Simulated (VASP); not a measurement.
Set up this calculation in VASP 6.6.1, as the native input.

- Task: single point
- Functional: LDA
- Potentials or basis: VASP PAW LDA potentials, release 64 (Rb_sv, Ca_sv, H)
- Cutoff: 520 eV
- k mesh: 6 × 6 × 6
- Occupations: gaussian, width 0.05 eV
- Spin: no spin polarisation
- Dipole correction: no
- Further INCAR settings: ALGO = Normal; EDIFF = 1e-06; NBANDS = 19

The structure of RbCaH3 lies in POSCAR:

```
RbCaH3
1.0
    4.7743500000      0.0000000000      0.0000000000
    0.0000000000      4.7743500000      0.0000000000
    0.0000000000      0.0000000000      4.5470000000
Rb Ca H
1 1 3
Direct
    0.0000000000      0.0000000000      0.0000000000
    0.5000000000      0.5000000000      0.5000000000
    0.0000000000      0.5000000000      0.5000000000
    0.5000000000      0.0000000000      0.5000000000
    0.5000000000      0.5000000000      0.0000000000
```

This cell differs from its parent crystal: strain +0.0500 x Voigt [1, 1, 0, 0, 0, 0].

The input as run:

INCAR

```
PREC = Accurate
ENCUT = 520
EDIFF = 1E-6
ISMEAR = 0
SIGMA = 0.05
LREAL = False
LASPH = True
NELM = 60
ALGO = Normal
ISIF = 2
LWAVE = False
LCHARG = False
GGA = CA
NBANDS = 19
```

KPOINTS

```
regular mesh
0
Gamma
  6 6 6
```

Potentials or basis: VASP PAW LDA potentials, release 64 (Rb_sv, Ca_sv, H).

Launch:

```console
$ cat potpaw_LDA.64/Rb_sv/POTCAR potpaw_LDA.64/Ca_sv/POTCAR potpaw_LDA.64/H/POTCAR > POTCAR
$ mpirun -np 1 vasp_std > vasp.out
```

Results of the run:

The pressure is -3.9 GPa. The band gap on the k mesh is 2.90 eV (least direct gap 2.95 eV).

Caveat: the cell differs from its parent crystal (strain +0.0500 x Voigt [1, 1, 0, 0, 0, 0]); the cell stands under tension.

Wall time 54 s on 1 thread of Intel(R) Xeon(R) Platinum 8259CL CPU @ 2.50GHz (Skylake/Cascade Lake), on a shared host, peak memory 0.23 GiB.
